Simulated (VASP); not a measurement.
# BiTe (P-6m2) in VASP: a series of runs

BiTe is run at these levels: PBE; tasks: single point, relaxation of cell and atoms.

Program: VASP 6.6.1. These are calculated values, not measurements. Logs are shortened: lines on timing, memory, paths and dates and some standing lists are left out, and cuts for length are marked.

### Step 1. The cell of the first run

The structure is hexagonal, space group P-6m2 (No. 187). The conventional cell has a = 4.181 Å, b = 4.181 Å, c = 4.397 Å, α = 90.00°, β = 90.00°, γ = 120.00°. Within 4.4 Å of Bi (site symmetry -6m2) lie 6 Te at 3.27 Å and 8 Bi at 4.18 to 4.40 Å. Within 4.4 Å of Te (site symmetry -6m2) lie 6 Bi at 3.27 Å and 8 Te at 4.18 to 4.40 Å.

The cell was built from a structure type or drawn by symmetry, and may not be a known phase.

### Step 2. Single point, PBE

The input, INCAR:

```
PREC     = Accurate       # precision mode
ENCUT    = 520            # plane-wave cutoff, eV
EDIFF    = 1E-7           # SCF threshold, eV
ISMEAR   = 0              # smearing method
SIGMA    = 0.1            # smearing width, eV
LREAL    = False          # projectors in reciprocal space
LASPH    = True           # aspherical terms in the spheres
NELM     = 80             # most SCF steps
ALGO     = Normal         # electronic algorithm
ISIF     = 2              # what is computed and relaxed
LWAVE    = False          # write WAVECAR
LCHARG   = False          # write CHGCAR
GGA      = PE             # functional
NBANDS   = 18             # bands
```

The input, KPOINTS:

```
Automatic mesh
0
Gamma
  6 6 4
```

The input, POSCAR:

```
BiTe
1.0
    4.1810674927     -0.0000000031      0.0000000000
   -2.0905337437      3.6209106651      0.0000000000
    0.0000000000      0.0000000000      4.3971079575
Bi Te
1 1
Direct
    0.3333333333      0.6666666667      0.5000000000
    0.0000000000      0.0000000000      0.0000000000
```

Potentials or basis: VASP PAW PBE potentials, release 64 (Bi_d, Te).

The run is started by

```sh
cat potpaw_PBE.64/Bi_d/POTCAR potpaw_PBE.64/Te/POTCAR > POTCAR
mpirun -np 1 vasp_std > vasp.out
```

OUTCAR:

```text
PREC = Accurate
   ENCUT = 520
   EDIFF = 1E-7
   ISMEAR = 0
   LREAL = False
   LASPH = True
   NELM = 80
   ISIF = 2
   GGA = PE

 ion  position               nearest neighbor table
   1  0.333  0.667  0.500-   2 3.27   2 3.27   2 3.27   2 3.27   2 3.27   2 3.27
   2  0.000  0.000  0.000-   1 3.27   1 3.27   1 3.27   1 3.27   1 3.27   1 3.27

  LATTYP: Found a hexagonal cell.
 ALAT       =     4.1810674927
 C/A-ratio  =     1.0516711259

  Lattice vectors:

 A1 = (   4.1810674927,  -0.0000000031,   0.0000000000)
 A2 = (  -2.0905337437,   3.6209106651,   0.0000000000)
 A3 = (   0.0000000000,   0.0000000000,   4.3971079575)

Analysis of symmetry for initial positions (statically):
=====================================================================
 Subroutine PRICEL returns:
 Original cell was already a primitive cell.

 Routine SETGRP: Setting up the symmetry group for a
 hexagonal supercell.

 Subroutine GETGRP returns: Found 12 space group operations
 (whereof 12 operations were pure point group operations)
 out of a pool of 24 trial point group operations.

The static configuration has the point symmetry D_3h.

Analysis of symmetry for dynamics (positions and initial velocities):
=====================================================================
 Subroutine PRICEL returns:
 Original cell was already a primitive cell.

 Routine SETGRP: Setting up the symmetry group for a
 hexagonal supercell.

 Subroutine GETGRP returns: Found 12 space group operations
 (whereof 12 operations were pure point group operations)
 out of a pool of 24 trial point group operations.

The dynamic configuration has the point symmetry D_3h.

 Subroutine INISYM returns: Found 12 space group operations
 (whereof 12 operations are pure point group operations),
 and found     1 'primitive' translations

----------------------------------------------------------------------------------------

                                     Primitive cell

  volume of cell :      66.5690

  direct lattice vectors                    reciprocal lattice vectors
     4.181067493 -0.000000003  0.000000000     0.239173370  0.138086809  0.000000000
    -2.090533744  3.620910665  0.000000000     0.000000000  0.276173618  0.000000000
     0.000000000  0.000000000  4.397107958     0.000000000  0.000000000  0.227422208

  length of vectors
     4.181067493  4.181067493  4.397107958     0.276173618  0.276173618  0.227422208

  position of ions in fractional coordinates (direct lattice)
     0.333333333  0.666666667  0.500000000
     0.000000000  0.000000000  0.000000000

  ion indices of the primitive-cell ions
   primitive index   ion index
                 1           1
                 2           2

----------------------------------------------------------------------------------------

 KPOINTS: Automatic mesh

Automatic generation of k-mesh.
 Grid dimensions read from file:
 generate k-points for:    6    6    4

 Generating k-lattice:

  Cartesian coordinates                     Fractional coordinates (reciprocal lattice)
     0.039862228  0.023014468  0.000000000     0.166666667  0.000000000  0.000000000
     0.000000000  0.046028936  0.000000000     0.000000000  0.166666667  0.000000000
     0.000000000  0.000000000  0.056855552     0.000000000  0.000000000  0.250000000

  Length of vectors
     0.046028936  0.046028936  0.056855552

  Shift w.r.t. Gamma in fractional coordinates (k-lattice)
     0.000000000  0.000000000  0.000000000

 Subroutine IBZKPT returns following result:
 ===========================================

 Found     21 irreducible k-points:

 Following reciprocal coordinates:
            Coordinates               Weight
  0.000000  0.000000  0.000000      1.000000
  0.166667  0.000000  0.000000      6.000000
  0.333333 -0.000000  0.000000      6.000000
  0.500000 -0.000000  0.000000      3.000000
  0.166667  0.166667  0.000000      6.000000
  0.333333  0.166667  0.000000     12.000000
[... 13 lines left out ...]
  0.333333  0.166667  0.500000     12.000000
  0.333333  0.333333  0.500000      2.000000
   k-points           NKPTS =     21   k-points in BZ     NKDIM =     21   number of bands    NBANDS=     18
   number of dos      NEDOS =    301   number of ions     NIONS =      2
   total plane-waves  NPLWV =  36864
   dimension x,y,z NGX =    32 NGY =   32 NGZ =   36
   dimension x,y,z NGXF=    64 NGYF=   64 NGZF=   72
   ions per type =               1   1
   NGX,Y,Z   is equivalent  to a cutoff of  12.72, 12.72, 13.61 a.u.
   NGXF,Y,Z  is equivalent  to a cutoff of  25.45, 25.45, 27.22 a.u.
 SYSTEM =  unknown system
   PREC   = accura    normal or accurate (medium, high low for compatibility)
   ISTART =      0    job   : 0-new  1-cont  2-samecut
   ICHARG =      2    charge: 1-file 2-atom 10-const
   ISPIN  =      1    spin polarized calculation?
   LNONCOLLINEAR =      F non collinear calculations
   LSORBIT =      F    spin-orbit coupling
   LASPH  =      T    aspherical Exc in radial PAW
   ENCUT  =  520.0 eV  38.22 Ry    6.18 a.u.   7.77  7.77  8.18*2*pi/ulx,y,z
   NELM   =     80;   NELMIN=  2; NELMDL= -5     # of ELM steps
   EDIFF  = 0.1E-06   stopping-criterion for ELM
   LREAL  =      F    real-space projection
   EDIFFG = 0.1E-05   stopping-criterion for IOM
   NSW    =      0    number of steps for IOM
   IBRION =     -1    ionic relax: 0-MD 1-quasi-New 2-CG
   NFREE  =      0    steps in history (QN), initial steepest desc. (CG)
   ISIF   =      2    stress and relaxation
   ISYM   =      2    0-nonsym 1-usesym 2-fastsym
   POTIM  = 0.5000    time-step for ionic-motion
   TEBEG  =    0.0;   TEEND  =   0.0 temperature during run
   PSTRESS=    0.0 pullay stress
   NELECT =      21.0000    total number of electrons
   NUPDOWN=      -1.0000    fix difference up-down
   EMIN   =  10.00;   EMAX   =-10.00  energy-range for DOS
   EFERMI =   0.00;   METHOD = LEGACY
   ISMEAR =     0;   SIGMA  =   0.10  broadening in eV -4-tet -1-fermi 0-gaus
   EFERMI_NEDOS =   21; number of points for ismear=-14 and -15
   IALGO  =     38    algorithm
   IMIX   =      4    mixing-type and parameters
     AMIX     =   0.40;   BMIX     =  1.00
     AMIX_MAG =   1.60;   BMIX_MAG =  1.00
  volume/ion in A,a.u.               =      33.28       224.61
  Fermi-wavevector in a.u.,A,eV,Ry     =   1.114441  2.105989 16.898158  1.241980
  Thomas-Fermi vector in A             =   2.251036
   LORBIT       =      0    0 simple, 1 ext, 2 COOP (PROOUT), +10 PAW based schemes
   GGA     = PE    functional components
   LHFCALC =     F    Hartree Fock is set to
   AEXX    =    0.0000 exact exchange contribution
   IVDW    =     0    specifies the selected vdW correction
   LEPSILON=     F    determine dielectric tensor
   LRPA    =     F    only Hartree local field effects (RPA)
 non-spin polarized calculation
 Gauss-broadening in eV      SIGMA  =   0.10
  energy-cutoff  :      520.00
  volume of cell :       66.57
 maximum number of plane-waves:      1828
 NGX is ok and might be reduce to    32
   NGX = 15   NGY = 15   NGZ = 17

 number of electron      20.9999994 magnetization

 Free energy of the ion-electron system (eV)
  ---------------------------------------------------
  ext. energy  EPLUGINS =         0.00000000
  ---------------------------------------------------
  free energy    TOTEN  =        -6.97223292 eV

  energy without entropy =       -6.96689747  energy(sigma->0) =       -6.96956520

 E-fermi :   6.8390     XC(G=0):  -9.5559

 val. band max:        6.8241764658   @ k =   0.3333  -0.0000   0.0000
 cond. band min:       6.9397647235   @ k =   0.0000   0.0000   0.5000
 fundamental gap:      0.1155882577
 Fermi energy:         6.8390463216

 k-point     1 :       0.0000    0.0000    0.0000
  band No.  band energies     occupation
      1     -16.5458      2.00000
      2     -16.5141      2.00000
      3     -16.5141      2.00000
      4     -16.4877      2.00000
      5     -16.4877      2.00000
      6      -6.7263      2.00000
[... 10 lines left out ...]
     17      14.9280      0.00000
     18      16.1467      0.00000

 k-point     2 :       0.1667    0.0000    0.0000
  band No.  band energies     occupation
      1     -16.5430      2.00000
      2     -16.5168      2.00000
      3     -16.5147      2.00000
      4     -16.4881      2.00000
      5     -16.4821      2.00000
      6      -6.4726      2.00000
[... 10 lines left out ...]
     17      14.7942      0.00000
     18      15.7124      0.00000

 k-point     3 :       0.3333   -0.0000    0.0000
  band No.  band energies     occupation
      1     -16.5381      2.00000
      2     -16.5222      2.00000
      3     -16.5158      2.00000
      4     -16.4882      2.00000
      5     -16.4707      2.00000
      6      -5.7715      2.00000
[... 10 lines left out ...]
     17      15.1818      0.00000
     18      15.6292      0.00000

 k-point     4 :       0.5000   -0.0000    0.0000
  band No.  band energies     occupation
      1     -16.5360      2.00000
      2     -16.5250      2.00000
      3     -16.5164      2.00000
      4     -16.4880      2.00000
      5     -16.4651      2.00000
      6      -5.1256      2.00000
[... 312 lines left out ...]
      4     -16.4862      2.00000
      5     -16.4740      2.00000
      6      -4.4980      2.00000
[... 10 lines left out ...]
     17      15.5154      0.00000
     18      16.5639      0.00000

 k-point    20 :       0.3333    0.1667    0.5000
  band No.  band energies     occupation
      1     -16.5314      2.00000
      2     -16.5231      2.00000
      3     -16.5217      2.00000
      4     -16.4837      2.00000
      5     -16.4685      2.00000
      6      -4.1271      2.00000
[... 10 lines left out ...]
     17      16.6846      0.00000
     18      18.2370      0.00000

 k-point    21 :       0.3333    0.3333    0.5000
  band No.  band energies     occupation
      1     -16.5307      2.00000
      2     -16.5261      2.00000
      3     -16.5194      2.00000
      4     -16.4767      2.00000
      5     -16.4738      2.00000
      6      -3.9917      2.00000
[... 10 lines left out ...]
     17      16.2499      0.00000
     18      17.4708      0.00000

------------------------ aborting loop because EDIFF is reached ----------------------------------------

  FORCE on cell =-STRESS in cart. coord.  units (eV):
  Direction    XX          YY          ZZ          XY          YZ          ZX
  --------------------------------------------------------------------------------------
  -------------------------------------------------------------------------------------
  Total        0.1127378      0.1127378      0.0066514     -0.0000000     -0.0000000      0.0000000
  in kB        2.7133633      2.7133633      0.1600856     -0.0000000     -0.0000000      0.0000000
  external PRESSURE =       1.8622707 kB  Pullay stress =       0.0000000 kB

 VOLUME and BASIS-vectors are now :
 -----------------------------------------------------------------------------
  energy-cutoff  :      520.00
  volume of cell :       66.57
      direct lattice vectors                 reciprocal lattice vectors
     4.181067493 -0.000000003  0.000000000     0.239173370  0.138086809  0.000000000
    -2.090533744  3.620910665  0.000000000     0.000000000  0.276173618  0.000000000
     0.000000000  0.000000000  4.397107958     0.000000000  0.000000000  0.227422208

 POSITION                                       TOTAL-FORCE (eV/Angst)
 -----------------------------------------------------------------------------------
      0.00000      2.41394      2.19855        -0.000000     -0.000000      0.000000
      0.00000      0.00000      0.00000         0.000000      0.000000      0.000000
 -----------------------------------------------------------------------------------
    total drift:                                0.000000     -0.000000     -0.000000

  FREE ENERGIE OF THE ION-ELECTRON SYSTEM (eV)
  ---------------------------------------------------
  free  energy   TOTEN  =        -6.9722329204 eV

  energy  without entropy=       -6.9668974729  energy(sigma->0) =       -6.96956520
```

It took 24 s on 1 thread of Intel Xeon Platinum 8488C (Sapphire Rapids), shared host; peak memory 0.19 GiB.

What came out:

| Property | Result |
| --- | --- |
| Free energy | -6.9722 eV |
| Pressure | 0.2 GPa |
| Band gap on the k mesh | zero (an odd number of electrons rules out a gap without spin polarisation) |

Stress tensor (GPa, compression positive):
```
0.27 0.00 0.00
0.00 0.27 0.00
0.00 0.00 0.02
```

Caveat: spin-orbit coupling is left out, which moves the levels of the heavy elements.

### Step 3. Single point, PBE

This run uses another cell than the first one, of 33.96 Å³/atom.

The input, INCAR:

```
PREC = Accurate
ENCUT = 520
EDIFF = 1E-7
ISMEAR = 0
SIGMA = 0.1
LREAL = F
LASPH = T
NELM = 80
ALGO = Normal
ISIF = 2
LWAVE = F
LCHARG = T
GGA = PE
LELF = T
LVHAR = T
NBANDS = 18
```

The input, KPOINTS:

```
regular mesh
0
Gamma
  6 6 4
```

The input, POSCAR:

```
BiTe
1.0
    3.9495951700      0.0000000000      0.0000000000
   -1.9747975800      3.4204497500      0.0000000000
    0.0000000000      0.0000000000      5.0268952600
Bi Te
1 1
Direct
    0.3333333300      0.6666666700      0.5000000000
    0.0000000000      0.0000000000      0.0000000000
```

Potentials or basis: VASP PAW PBE potentials, release 64 (Bi_d, Te).

The run is started by

```sh
cat potpaw_PBE.64/Bi_d/POTCAR potpaw_PBE.64/Te/POTCAR > POTCAR
mpirun -np 1 vasp_std > vasp.out
```

Wall time 30 s (1 thread of Intel Xeon Platinum 8488C (Sapphire Rapids), shared host); peak memory 0.19 GiB.

It converged, with:

| Property | Result |
| --- | --- |
| Free energy | -6.7653 eV |
| Pressure | -3.1 GPa |
| Band gap on the k mesh | zero (an odd number of electrons rules out a gap without spin polarisation) |

Stress tensor (GPa, compression positive):
```
-1.70  0.00  0.00
 0.00 -1.70  0.00
 0.00  0.00 -5.84
```

Levels at points of the mesh, in eV from the Fermi level:
| k point | band 7 | band 8 | band 9 | band 10 | band 11 | band 12 | band 13 | band 14 |
| --- | --- | --- | --- | --- | --- | --- | --- | --- |
| (0.00, 0.00, 0.00) | -9.13 | -4.34 | -0.07 | -0.07 | 2.58 | 2.58 | 4.38 | 4.44 |
| (0.50, 0.00, 0.00) | -9.94 | -3.47 | -2.23 | -1.66 | -1.31 | 0.11 | 2.67 | 3.77 |
| (0.00, 0.00, 0.50) | -11.50 | -0.65 | 0.40 | 0.40 | 0.52 | 2.08 | 2.08 | 6.34 |
| (0.50, 0.00, 0.50) | -10.41 | -4.54 | -4.50 | -0.62 | 0.52 | 1.26 | 1.99 | 6.30 |

Caveat: the cell stands under tension; spin-orbit coupling is left out, which moves the levels of the heavy elements.

### Step 4. Relaxation of cell and atoms, PBE

This run uses another cell than the first one, of 33.96 Å³/atom.

The input, INCAR:

```
  PREC = Accurate
  ENCUT = 600
  EDIFF = 1E-7
  ISMEAR = 0
  SIGMA = 0.1
  LREAL = F
  LASPH = T
  NELM = 60
  ALGO = Normal
  ISIF = 3
  LWAVE = F
  LCHARG = F
  GGA = PE
  IBRION = 2
  NSW = 90
  EDIFFG = -0.04
```

KPOINTS is that of step 3.

POSCAR is that of step 3.

The run is started by

```sh
cat potpaw_PBE.64/Bi_d/POTCAR potpaw_PBE.64/Te/POTCAR > POTCAR
mpirun -np 1 vasp_std > vasp.out
```

Wall time 2.7 min (1 thread of Intel Xeon Platinum 8488C (Sapphire Rapids), shared host); peak memory 0.22 GiB.

Results (log left out):

```
Free energy                           : -6.9728 eV
Relaxed volume                        : 33.65 Å³/atom
Relaxed cell                          : a = 4.222 Å, b = 4.222 Å, c = 4.359 Å, α = 90.00°, β = 90.00°, γ = 120.00°
Space group after relaxing (to 0.1 Å) : P-6m2 (No. 187)
Energy gained by relaxing             : 103.7 meV/atom
Ionic steps                           : 11
Pressure after relaxing               : 0.0 GPa
Band gap on the k mesh                : zero (an odd number of electrons rules out a gap without spin polarisation)
```

Step by step:
```
step  energy change (eV)  largest force (eV/Å)  pressure (GPa)  volume (Å³)
   1              0.0000                0.0000           -3.05        67.91
   2             -0.0778                0.0000            2.24        61.71
   3             -0.0796                0.0000            1.40        62.49
   4             -0.1407                0.0000            2.56        62.31
   5             -0.1523                0.0000            3.83        62.01
   6             -0.1922                0.0000            1.91        64.39
   7             -0.2066                0.0000            0.39        66.85
   8             -0.2067                0.0000            0.23        67.15
   9             -0.2067                0.0000            0.17        67.25
  10             -0.2071                0.0000            0.11        67.26
  11             -0.2074                0.0000           -0.04        67.29
```

Final structure:
```
Bi Te
1.0
     4.22221    0.00000    0.00000
    -2.11111    3.65654    0.00000
     0.00000    0.00000    4.35882
Bi Te
1 1
Direct
  0.33333 0.66667 0.50000
  0.00000 0.00000 0.00000
```

Levels at points of the mesh, in eV from the Fermi level:
```
           k point  band 7  band 8  band 9  band 10  band 11  band 12  band 13  band 14
(0.00, 0.00, 0.00)   -8.61   -3.80   -1.81    -1.81     1.43     1.43     3.10     4.00
(0.50, 0.00, 0.00)  -10.57   -3.35   -3.17    -2.10    -0.18     0.28     2.93     3.14
(0.00, 0.00, 0.50)  -11.75   -1.08   -0.90    -0.90    -0.05     0.78     0.78     6.25
(0.50, 0.00, 0.50)  -10.83   -5.11   -5.10    -1.62    -0.41     1.20     1.40     7.62
```

Caveat: spin-orbit coupling is left out, which moves the levels of the heavy elements.

### Step 5. Single point, PBE

This run uses another cell than the first one, of 33.07 Å³/atom.

The input, INCAR:

```
SYSTEM = BiTe
ALGO = Normal
EDIFF = 1E-7
ENCUT = 520
GGA = PE
ISIF = 2
ISMEAR = 0
LASPH = .TRUE.
LCHARG = .TRUE.
LELF = .TRUE.
LREAL = .FALSE.
LVHAR = .TRUE.
LWAVE = .FALSE.
NBANDS = 18
NELM = 100
PREC = Accurate
SIGMA = 0.1
```

The input, KPOINTS:

```
k-points
0
G
  18 18 12
  0 0 0
```

The input, POSCAR:

```
BiTe
1.0
    4.1412507200      0.0000000000      0.0000000000
   -2.0706253600      3.5864283270      0.0000000000
    0.0000000000      0.0000000000      4.4533647864
Bi Te
1 1
Direct
    0.3333333333      0.6666666667      0.5000000000
    0.0000000000      0.0000000000      0.0000000000
```

The run is started by

```sh
cat potpaw_PBE.64/Bi_d/POTCAR potpaw_PBE.64/Te/POTCAR > POTCAR
mpirun -np 1 vasp_std > vasp.out
```

Wall time 3.5 min (1 thread of Intel Xeon Platinum 8488C (Sapphire Rapids), shared host); peak memory 0.42 GiB.

It converged, with:

- Free energy: -7.0305 eV
- Pressure: 0.0 GPa
- Band gap on the k mesh: zero (an odd number of electrons rules out a gap without spin polarisation)

Levels at points of the mesh, in eV from the Fermi level:
```tsv
k point	band 6	band 7	band 8	band 9	band 10	band 11	band 12	band 13	band 14	band 15
(0.00, 0.00, 0.00)	-13.48	-8.54	-3.95	-1.42	-1.42	1.76	1.76	3.32	4.29	5.42
(0.50, 0.00, 0.00)	-11.84	-10.39	-3.32	-2.86	-2.13	-0.33	0.29	3.03	3.25	7.52
(0.00, 0.00, 0.50)	-11.77	-11.73	-0.78	-0.58	-0.58	0.33	1.11	1.11	6.59	6.59
(0.50, 0.00, 0.50)	-10.85	-10.71	-5.03	-5.01	-1.38	-0.18	1.35	1.65	7.64	7.72
```

Caveat: spin-orbit coupling is left out, which moves the levels of the heavy elements.

(Continued in part 2 of 2.)
